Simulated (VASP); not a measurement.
Write the native input for VASP 6.6.1 that does the following.

```
Task                               : single point
Functional                         : PBE0
Potentials or basis                : VASP PAW PBE potentials, release 64 (Al, As)
Cutoff                             : 400 eV
k mesh                             : 6 × 6 × 6
Occupations                        : gaussian, width 0.05 eV
Spin                               : no spin polarisation
Dipole correction                  : no
Grid for exact exchange (PRECFOCK) : Normal
Further INCAR settings             : ALGO = Normal; EDIFF = 1e-06; NBANDS = 11
Share of exact exchange            : 0.25
```

The system is AlAs.

```
CELL_PARAMETERS angstrom
0.00000 2.72763 2.72763
2.72763 0.00000 2.72763
2.72763 2.72763 0.00000
ATOMIC_POSITIONS crystal
Al 0.00000 0.00000 0.00000
As 0.25000 0.25000 0.25000
```

These files were run (other wordings do the same):

POSCAR

```
AlAs
1.0
    0.0000000000      2.7276336118      2.7276336118
    2.7276336118      0.0000000000      2.7276336118
    2.7276336118      2.7276336118      0.0000000000
Al As
1 1
Direct
    0.0000000000      0.0000000000      0.0000000000
    0.2500000000      0.2500000000      0.2500000000
```

INCAR.step1

```
SYSTEM = AlAs
ALGO = Normal
EDIFF = 1E-5
ENCUT = 400
GGA = PE
GGA_COMPAT = .FALSE.
ISIF = 2
ISMEAR = 0
LASPH = .TRUE.
LCHARG = .FALSE.
LREAL = .FALSE.
LWAVE = .TRUE.
NBANDS = 11
NELM = 120
PREC = Accurate
SIGMA = 0.05
```

INCAR.step2

```
SYSTEM = AlAs
AEXX = 0.25
ALGO = Normal
EDIFF = 1E-6
ENCUT = 400
GGA = PE
GGA_COMPAT = .FALSE.
ISIF = 2
ISMEAR = 0
ISTART = 1
LASPH = .TRUE.
LCHARG = .FALSE.
LHFCALC = .TRUE.
LREAL = .FALSE.
LWAVE = .FALSE.
NBANDS = 11
NELM = 120
PREC = Accurate
PRECFOCK = Normal
SIGMA = 0.05
```

KPOINTS

```
k-points
0
G
  6 6 6
  0 0 0
```

Potentials or basis: VASP PAW PBE potentials, release 64 (Al, As).

Command:

```sh
$ cat potpaw_PBE.64/Al/POTCAR potpaw_PBE.64/As/POTCAR > POTCAR
$ cp INCAR.step1 INCAR
$ mpirun -np 1 vasp_std > vasp.out
$ cp INCAR.step2 INCAR
$ mpirun -np 1 vasp_std > vasp.out
```

Results of the run:

```json
{
 "Pressure": "11.6 GPa",
 "Band gap on the k mesh": "2.56 eV (least direct gap 4.60 eV)"
}
```

Caveat: the cell stands under pressure; the PAW data sets were made with another functional, which shifts forces and pressure a little.

Run time: 9.6 min on 1 thread of AMD EPYC 7R43 64-Core Processor (Zen 3), with other jobs on the host, peak memory 0.13 GiB.
